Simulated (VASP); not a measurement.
A run of VASP 6.6.1:

Contents of INCAR:

```
PREC     = Accurate       # precision mode
ENCUT    = 520            # plane-wave cutoff, eV
EDIFF    = 1E-7           # SCF threshold, eV
ISMEAR   = -1             # smearing method
SIGMA    = 0.02           # smearing width, eV
LREAL    = Auto         
LASPH    = True           # aspherical terms in the spheres
NELM     = 100            # most SCF steps
ALGO     = Normal         # electronic algorithm
ISIF     = 2              # what is computed and relaxed
LWAVE    = False          # write WAVECAR
LCHARG   = False          # write CHGCAR
GGA      = PS             # functional
NBANDS   = 67             # bands
```

KPOINTS

```
Automatic mesh
0
Gamma
  1 1 1
```

Contents of POSCAR:

```
H23NO10
1.0
    6.9726830000      0.0000000000      0.0000000000
    0.0000000000      6.9726830000      0.0000000000
    0.0000000000      0.0000000000      6.9726830000
O H N
10 23 1
Direct
    0.7232079818      0.8384577357      0.2581359285
    0.3818329329      0.7961210914      0.0570512097
    0.8762480669      0.1849216435      0.1128833765
    0.6413743461      0.0293000557      0.6028525892
    1.0154914543      0.6352074230      0.8655348307
    0.2063624576      0.9982814363      0.4499846042
    0.5137620626      0.3655551242      0.6342895554
    0.2454578819      0.3099954494      0.9375157310
    0.2962561183      0.3368861025      0.3299447286
    0.4326455111      0.7383958227      0.7043486704
    0.5996257108      0.7641247996      0.2253221608
    0.7355418280      0.9525314717      0.1849503269
    0.2398359426      0.8131876926      0.0765845801
    0.3666881170      0.7261050015     -0.0715506499
    0.7803165582      0.2143507743      0.0100965439
    0.8574317806      0.2681464223      0.2272009211
    0.6487029455     -0.0186298445      0.4659899210
    0.5731796498     -0.0809444514      0.6712624108
    0.9239771835      0.7073173985      0.9294413642
    1.0277105671      0.6442713658      0.7222901141
    0.2601867889      1.1177619863      0.3859920206
    0.0944112905      1.0453795189      0.5100762504
    0.4154354931      0.3512564676      0.7511455777
    0.5590817767      0.2246050767      0.6292126001
    0.1211011601      0.3688393693      0.9056054893
    0.2185815704      0.1792566792      0.9592433788
    0.3599045016      0.3420777913      0.1994784504
    0.4030586218      0.3770571529      0.4227497507
    0.4358293644      0.6029529809      0.6649520708
    0.3326553064      0.8094158303      0.6289114248
    1.1153525838      0.7647271502      0.4372778742
    1.0933954691      0.5180358837      0.4395582016
    0.9026511029      0.6588425144      0.4504148547
    1.0491226978      0.6530341333      0.4888362199
```

Potentials or basis: VASP PAW PBE potentials, release 64 (O, H, N).

Launch:

```bash
$ cat potpaw_PBE.64/O/POTCAR potpaw_PBE.64/H/POTCAR potpaw_PBE.64/N/POTCAR > POTCAR
$ mpirun -np 1 vasp_gam > vasp.out
```

Hardware: 1 thread of AMD EPYC 7R13 Processor (Zen 3), on a shared host.

Problem. How long does it take, and how much memory?

Solution. Run time: 49 s on 1 thread of AMD EPYC 7R13 Processor (Zen 3), on a shared host, peak memory 0.32 GiB. Counts: scf iterations 18, k points 1.
